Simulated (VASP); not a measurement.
# HfC (I4/mmm) in VASP: further runs

Runs on HfC. Level: PBE. Tasks: single point.

All numbers are computed with VASP 6.6.1; they aren't measurements. Logs are shortened: lines on timing, memory, paths and dates and some standing lists are left out, and cuts for length are marked.

**1. The cell of the first run**

The structure is tetragonal, space group I4/mmm (No. 139). The conventional cell has a = 3.343 Å, b = 3.343 Å, c = 4.650 Å, α = 90.00°, β = 90.00°, γ = 90.00°. Hf (site symmetry 4/mmm) has 6 C at 2.33 to 2.36 Å within 3.1 Å. C (site symmetry 4/mmm) has 6 Hf at 2.33 to 2.36 Å within 3.1 Å.

**2. Single point, PBE**

The input, INCAR:

```
PREC     = Accurate       # precision mode
ENCUT    = 520            # plane-wave cutoff, eV
EDIFF    = 1E-6           # SCF threshold, eV
ISMEAR   = 1              # smearing method
SIGMA    = 0.1            # smearing width, eV
LREAL    = False          # projectors in reciprocal space
LASPH    = True           # aspherical terms in the spheres
NELM     = 60             # most SCF steps
ALGO     = Normal         # electronic algorithm
ISIF     = 2              # what is computed and relaxed
LWAVE    = False          # write WAVECAR
LCHARG   = False          # write CHGCAR
GGA      = PE             # functional
NBANDS   = 14             # bands
```

The input, KPOINTS:

```
Automatic mesh
0
Gamma
  13 13 13
```

The input, POSCAR:

```
HfC
1.0
    0.0000000000      2.3637500000      2.3250000000
    2.3637500000      0.0000000000      2.3250000000
    2.3637500000      2.3637500000      0.0000000000
Hf C
1 1
Direct
    0.5000000000      0.5000000000      0.5000000000
    0.0000000000      0.0000000000      0.0000000000
```

Potentials or basis: VASP PAW PBE potentials, release 64 (Hf_pv, C).

Run with:

```
$ cat potpaw_PBE.64/Hf_pv/POTCAR potpaw_PBE.64/C/POTCAR > POTCAR
$ mpirun -np 1 vasp_std > vasp.out
```

OUTCAR:

```text
PREC = Accurate
   ENCUT = 520
   EDIFF = 1E-6
   ISMEAR = 1
   LREAL = False
   LASPH = True
   NELM = 60
   ISIF = 2
   GGA = PE

 ion  position               nearest neighbor table
   1  0.500  0.500  0.500-   2 2.33   2 2.33   2 2.36   2 2.36   2 2.36   2 2.36
   2  0.000  0.000  0.000-   1 2.33   1 2.33   1 2.36   1 2.36   1 2.36   1 2.36

  LATTYP: Found a body centered tetragonal cell.
 ALAT       =     3.3428473081
 C/A-ratio  =     1.3910297335

  Lattice vectors:

 A1 = (   0.0000000000,  -2.3637500000,  -2.3250000000)
 A2 = (   0.0000000000,   2.3637500000,  -2.3250000000)
 A3 = (   2.3637500000,   0.0000000000,   2.3250000000)

Analysis of symmetry for initial positions (statically):
=====================================================================
 Subroutine PRICEL returns:
 Original cell was already a primitive cell.

 Routine SETGRP: Setting up the symmetry group for a
 body centered tetragonal supercell.

 Subroutine GETGRP returns: Found 16 space group operations
 (whereof 16 operations were pure point group operations)
 out of a pool of 16 trial point group operations.

The static configuration has the point symmetry D_4h.

Analysis of symmetry for dynamics (positions and initial velocities):
=====================================================================
 Subroutine PRICEL returns:
 Original cell was already a primitive cell.

 Routine SETGRP: Setting up the symmetry group for a
 body centered tetragonal supercell.

 Subroutine GETGRP returns: Found 16 space group operations
 (whereof 16 operations were pure point group operations)
 out of a pool of 16 trial point group operations.

The dynamic configuration has the point symmetry D_4h.

 Subroutine INISYM returns: Found 16 space group operations
 (whereof 16 operations are pure point group operations),
 and found     1 'primitive' translations

----------------------------------------------------------------------------------------

                                     Primitive cell

  volume of cell :      25.9810

  direct lattice vectors                    reciprocal lattice vectors
     0.000000000  2.363750000  2.325000000    -0.211528292  0.211528292  0.215053763
     2.363750000  0.000000000  2.325000000     0.211528292 -0.211528292  0.215053763
     2.363750000  2.363750000  0.000000000     0.211528292  0.211528292 -0.215053763

  length of vectors
     3.315560143  3.315560143  3.342847308     0.368424426  0.368424426  0.368424426

  position of ions in fractional coordinates (direct lattice)
     0.500000000  0.500000000  0.500000000
     0.000000000  0.000000000  0.000000000

  ion indices of the primitive-cell ions
   primitive index   ion index
                 1           1
                 2           2

----------------------------------------------------------------------------------------

 KPOINTS: Automatic mesh

Automatic generation of k-mesh.
 Grid dimensions read from file:
 generate k-points for:   13   13   13

 Generating k-lattice:

  Cartesian coordinates                     Fractional coordinates (reciprocal lattice)
    -0.016271407  0.016271407  0.016542597     0.076923077 -0.000000000  0.000000000
     0.016271407 -0.016271407  0.016542597    -0.000000000  0.076923077  0.000000000
     0.016271407  0.016271407 -0.016542597     0.000000000  0.000000000  0.076923077

  Length of vectors
     0.028340340  0.028340340  0.028340340

  Shift w.r.t. Gamma in fractional coordinates (k-lattice)
     0.000000000  0.000000000  0.000000000

 Subroutine IBZKPT returns following result:
 ===========================================

 Found    196 irreducible k-points:

 Following reciprocal coordinates:
            Coordinates               Weight
  0.000000  0.000000  0.000000      1.000000
  0.076923  0.000000  0.000000      8.000000
  0.153846 -0.000000  0.000000      8.000000
  0.230769 -0.000000  0.000000      8.000000
  0.307692 -0.000000  0.000000      8.000000
  0.384615 -0.000000  0.000000      8.000000
[... 16 lines left out ...]
  0.384615  0.153846  0.000000      8.000000
  0.461538  0.153846  0.000000      8.000000
 [... further k-points ...]
   k-points           NKPTS =    196   k-points in BZ     NKDIM =    196   number of bands    NBANDS=     14
   number of dos      NEDOS =    301   number of ions     NIONS =      2
   total plane-waves  NPLWV =  21952
   dimension x,y,z NGX =    28 NGY =   28 NGZ =   28
   dimension x,y,z NGXF=    56 NGYF=   56 NGZF=   56
   ions per type =               1   1
   NGX,Y,Z   is equivalent  to a cutoff of  14.04, 14.04, 13.92 a.u.
   NGXF,Y,Z  is equivalent  to a cutoff of  28.08, 28.08, 27.85 a.u.
 SYSTEM =  unknown system
   PREC   = accura    normal or accurate (medium, high low for compatibility)
   ISTART =      0    job   : 0-new  1-cont  2-samecut
   ICHARG =      2    charge: 1-file 2-atom 10-const
   ISPIN  =      1    spin polarized calculation?
   LNONCOLLINEAR =      F non collinear calculations
   LSORBIT =      F    spin-orbit coupling
   LASPH  =      T    aspherical Exc in radial PAW
   ENCUT  =  520.0 eV  38.22 Ry    6.18 a.u.   6.16  6.16  6.22*2*pi/ulx,y,z
   NELM   =     60;   NELMIN=  2; NELMDL= -5     # of ELM steps
   EDIFF  = 0.1E-05   stopping-criterion for ELM
   LREAL  =      F    real-space projection
   EDIFFG = 0.1E-04   stopping-criterion for IOM
   NSW    =      0    number of steps for IOM
   IBRION =     -1    ionic relax: 0-MD 1-quasi-New 2-CG
   NFREE  =      0    steps in history (QN), initial steepest desc. (CG)
   ISIF   =      2    stress and relaxation
   ISYM   =      2    0-nonsym 1-usesym 2-fastsym
   POTIM  = 0.5000    time-step for ionic-motion
   TEBEG  =    0.0;   TEEND  =   0.0 temperature during run
   PSTRESS=    0.0 pullay stress
   NELECT =      14.0000    total number of electrons
   NUPDOWN=      -1.0000    fix difference up-down
   EMIN   =  10.00;   EMAX   =-10.00  energy-range for DOS
   EFERMI =   0.00;   METHOD = LEGACY
   ISMEAR =     1;   SIGMA  =   0.10  broadening in eV -4-tet -1-fermi 0-gaus
   EFERMI_NEDOS =   21; number of points for ismear=-14 and -15
   IALGO  =     38    algorithm
   IMIX   =      4    mixing-type and parameters
     AMIX     =   0.40;   BMIX     =  1.00
     AMIX_MAG =   1.60;   BMIX_MAG =  1.00
  volume/ion in A,a.u.               =      12.99        87.66
  Fermi-wavevector in a.u.,A,eV,Ry     =   1.332188  2.517470 24.146596  1.774725
  Thomas-Fermi vector in A             =   2.461142
   LORBIT       =      0    0 simple, 1 ext, 2 COOP (PROOUT), +10 PAW based schemes
   GGA     = PE    functional components
   LHFCALC =     F    Hartree Fock is set to
   AEXX    =    0.0000 exact exchange contribution
   IVDW    =     0    specifies the selected vdW correction
   LEPSILON=     F    determine dielectric tensor
   LRPA    =     F    only Hartree local field effects (RPA)
 non-spin polarized calculation
 Methfessel and Paxton  Order N= 1 SIGMA  =   0.10
  energy-cutoff  :      520.00
  volume of cell :       25.98
 maximum number of plane-waves:       725
 NGX is ok and might be reduce to    28
   NGX = 13   NGY = 13   NGZ = 13

 number of electron      14.0000001 magnetization

 Free energy of the ion-electron system (eV)
  ---------------------------------------------------
  ext. energy  EPLUGINS =         0.00000000
  ---------------------------------------------------
  free energy    TOTEN  =       -21.01854844 eV

  energy without entropy =      -21.01852583  energy(sigma->0) =      -21.01854090

 E-fermi :   5.6857     XC(G=0): -12.1222

 val. band max:        5.6773640621   @ k =  -0.4615   0.4615   0.0000
 cond. band min:       5.7270098825   @ k =   0.0769   0.0000   0.0000
 fundamental gap:      0.0496458204
 Fermi energy:         5.6857370225

 k-point     1 :       0.0000    0.0000    0.0000
  band No.  band energies     occupation
      1     -24.0376      2.00000
      2     -24.0376      2.00000
      3     -24.0149      2.00000
      4      -6.4408      2.00000
      5       6.6587     -0.00000
      6       6.6587     -0.00000
      7       6.7351     -0.00000
      8       7.0265     -0.00000
      9       7.0265     -0.00000
     10       7.1942     -0.00000
     11       8.8834      0.00000
     12       9.0667      0.00000
     13      12.1765      0.00000
     14      16.6089      0.00000

 k-point     2 :       0.0769    0.0000    0.0000
  band No.  band energies     occupation
      1     -24.0685      2.00000
      2     -24.0416      2.00000
      3     -24.0233      2.00000
      4      -6.2995      2.00000
      5       5.7270      0.36305
      6       5.9795     -0.00026
      7       6.0573     -0.00000
      8       7.3195     -0.00000
      9       7.3925     -0.00000
     10       7.6688     -0.00000
     11       9.5670      0.00000
     12       9.7551      0.00000
     13      12.5217      0.00000
     14      17.0091      0.00000

 k-point     3 :       0.1538   -0.0000    0.0000
  band No.  band energies     occupation
      1     -24.1654      2.00000
      2     -24.0527      2.00000
      3     -24.0337      2.00000
      4      -5.8922      2.00000
      5       4.4075      2.00000
      6       5.0270      2.00000
      7       5.0988      2.00000
      8       7.7845      0.00000
      9       7.8381      0.00000
     10       8.0998      0.00000
     11      10.9246      0.00000
     12      11.1295      0.00000
     13      13.3521      0.00000
     14      18.0621      0.00000

 k-point     4 :       0.2308   -0.0000    0.0000
  band No.  band energies     occupation
      1     -24.3007      2.00000
      2     -24.0682      2.00000
      3     -24.0463      2.00000
      4      -5.2649      2.00000
      5       3.0545      2.00000
      6       4.1825      2.00000
      7       4.2406      2.00000
      8       8.4633      0.00000
      9       8.4862      0.00000
     10       8.4903      0.00000
     11      12.4597      0.00000
     12      12.6834      0.00000
     13      14.2379      0.00000
     14      19.1528      0.00000

 k-point     5 :       0.3077   -0.0000    0.0000
  band No.  band energies     occupation
      1     -24.4406      2.00000
      2     -24.0847      2.00000
      3     -24.0592      2.00000
      4      -4.4872      2.00000
      5       1.7733      2.00000
      6       3.5218      2.00000
      7       3.5668      2.00000
      8       9.0397      0.00000
      9       9.2918      0.00000
     10       9.3114      0.00000
     11      13.9911      0.00000
[... 276 lines left out ...]
 k-point    22 :       0.3077    0.1538    0.0000
  band No.  band energies     occupation
      1     -24.3563      2.00000
      2     -24.1259      2.00000
      3     -24.1044      2.00000
      4      -4.7413      2.00000
      5       2.0931      2.00000
      6       3.9022      2.00000
      7       4.4583      2.00000
      8       6.8665     -0.00000
      9       9.9825      0.00000
     10      10.3585      0.00000
     11      11.7200      0.00000
     12      12.9101      0.00000
     13      16.5954      0.00000
     14      19.2689      0.00000

 k-point    23 :       0.3846    0.1538    0.0000
  band No.  band energies     occupation
      1     -24.4682      2.00000
      2     -24.1385      2.00000
      3     -24.1236      2.00000
      4      -4.1106      2.00000
      5       1.3652      2.00000
      6       3.2990      2.00000
      7       3.8761      2.00000
      8       7.5101     -0.00000
      9      10.7188      0.00000
     10      10.9689      0.00000
     11      12.9810      0.00000
     12      13.7321      0.00000
     13      16.6995      0.00000
     14      18.9683      0.00000

 k-point    24 :       0.4615    0.1538    0.0000
  band No.  band energies     occupation
      1     -24.5469      2.00000
      2     -24.1461      2.00000
      3     -24.1413      2.00000
      4      -3.5384      2.00000
      5       0.7142      2.00000
      6       3.0047      2.00000
      7       3.4198      2.00000
      8       8.3380      0.00000
      9      11.1369      0.00000
     10      11.3969      0.00000
     11      13.7597      0.00000
     12      14.2563      0.00000
     13      16.8720      0.00000
     14      18.2628      0.00000

 [... further k-points ...]

------------------------ aborting loop because EDIFF is reached ----------------------------------------

  FORCE on cell =-STRESS in cart. coord.  units (eV):
  Direction    XX          YY          ZZ          XY          YZ          ZX
  --------------------------------------------------------------------------------------
  -------------------------------------------------------------------------------------
  Total       -1.5644705     -1.5644705     -0.6243229      0.0000000      0.0000000      0.0000000
  in kB      -96.4765883    -96.4765883    -38.5002762      0.0000000      0.0000000      0.0000000
  external PRESSURE =     -77.1511509 kB  Pullay stress =       0.0000000 kB

 VOLUME and BASIS-vectors are now :
 -----------------------------------------------------------------------------
  energy-cutoff  :      520.00
  volume of cell :       25.98
      direct lattice vectors                 reciprocal lattice vectors
     0.000000000  2.363750000  2.325000000    -0.211528292  0.211528292  0.215053763
     2.363750000  0.000000000  2.325000000     0.211528292 -0.211528292  0.215053763
     2.363750000  2.363750000  0.000000000     0.211528292  0.211528292 -0.215053763

 POSITION                                       TOTAL-FORCE (eV/Angst)
 -----------------------------------------------------------------------------------
      2.36375      2.36375      2.32500        -0.000000      0.000000      0.000000
      0.00000      0.00000      0.00000         0.000000     -0.000000      0.000000
 -----------------------------------------------------------------------------------
    total drift:                                0.000000      0.000000      0.000000

  FREE ENERGIE OF THE ION-ELECTRON SYSTEM (eV)
  ---------------------------------------------------
  free  energy   TOTEN  =       -21.0185484359 eV

  energy  without entropy=      -21.0185258328  energy(sigma->0) =      -21.01854090
```

Wall time 74 s (1 thread of Intel Xeon 6975P-C (Granite Rapids), shared host); peak memory 0.21 GiB.

What came out:

```yaml
Free_energy: -21.0185 eV
Pressure: -7.7 GPa
Band_gap_on_the_k_mesh: zero (band 7 reaches 6.74 eV, above the bottom of band 8 at 5.20 eV)
```

Caveat: spin-orbit coupling is left out, which moves the levels of the heavy elements.

**3. Single point, PBE**

This run uses another cell than the first one, of 13.42 Å³/atom, 1.033 times its volume.

The input, INCAR:

```
SYSTEM = HfC
ALGO     = Normal         ! electronic algorithm
EDIFF    = 1E-6           ! SCF threshold, eV
ENCUT    = 520            ! plane-wave cutoff, eV
GGA      = PE             ! functional
ISIF     = 2              ! what is computed and relaxed
ISMEAR   = 1              ! smearing method
LASPH    = .TRUE.         ! aspherical terms in the spheres
LCHARG   = .TRUE.         ! write CHGCAR
LELF     = .TRUE.         ! ELF
LREAL    = .FALSE.        ! projectors in reciprocal space
LVHAR    = .TRUE.       
LWAVE    = .FALSE.        ! write WAVECAR
NBANDS   = 14             ! bands
NELM     = 60             ! most SCF steps
PREC     = Accurate       ! precision mode
SIGMA    = 0.1            ! smearing width, eV
```

The input, KPOINTS:

```
k-points
0
G
  13 13 13
  0 0 0
```

The input, POSCAR:

```
HfC
1.0
    0.0000000000      2.4025000000      2.3250000000
    2.4025000000      0.0000000000      2.3250000000
    2.4025000000      2.4025000000      0.0000000000
Hf C
1 1
Direct
    0.5000000000      0.5000000000      0.5000000000
    0.0000000000      0.0000000000      0.0000000000
```

Potentials or basis: VASP PAW PBE potentials, release 64 (Hf_pv, C).

Run with:

```
$ cat potpaw_PBE.64/Hf_pv/POTCAR potpaw_PBE.64/C/POTCAR > POTCAR
$ mpirun -np 1 vasp_std > vasp.out
```

It took 74 s on 1 thread of Intel Xeon 6975P-C (Granite Rapids), shared host; peak memory 0.21 GiB.

It converged, with:

```yaml
Free_energy: -20.9464 eV
Pressure: -13.7 GPa
Band_gap_on_the_k_mesh: zero (band 7 reaches 6.52 eV, above the bottom of band 8 at 4.87 eV)
```

Stress tensor (GPa, compression positive):
```
-17.09   0.00   0.00
  0.00 -17.09   0.00
  0.00   0.00  -6.93
```

Levels at points of the mesh, in eV from the Fermi level:
```csv
k point,band 5,band 6,band 7,band 8,band 9,band 10
"(0.00, 0.00, 0.00)",0.95,0.95,1.09,1.30,1.30,1.62
```

Caveat: spin-orbit coupling is left out, which moves the levels of the heavy elements.
